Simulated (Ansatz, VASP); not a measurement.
## One calculation of Ta, two programs

```
CELL_PARAMETERS angstrom
-1.65128 1.65128 1.65128
1.65128 -1.65128 1.65128
1.65128 1.65128 -1.65128
ATOMIC_POSITIONS crystal
Ta 0.00000 0.00000 0.00000
```

Alike in both runs: functional PBE; k mesh 8 × 8 × 8; occupations fermi-dirac, width 0.05 eV; non-collinear spin, spin-orbit coupling.

|  | VASP | Ansatz |
| --- | --- | --- |
| version | VASP 6.6.1 | Ansatz 0.2.0 |
| potentials or method | VASP PAW PBE potentials, release 64 (Ta_pv) | Ansatz PAW |
| plane-wave cutoff (eV) | 520 | 420 |
| valence electrons in the cell | 11 | 13 |
| task | single point | band structure |

Ansatz gave:

| Item | Value |
| --- | --- |
| pressure (GPa) | 1.0 |
| net moment per atom (μB) | 0.00 |

Estimate VASP's values.

pressure (GPa): 1.2; net moment per atom (μB): 0.00.

With one functional, cell and mesh, what is left measures potentials, basis and numerics. VASP's potentials hold 11 valence electrons a cell and Ansatz's 13, so a difference there can come from the potentials and not from the codes.
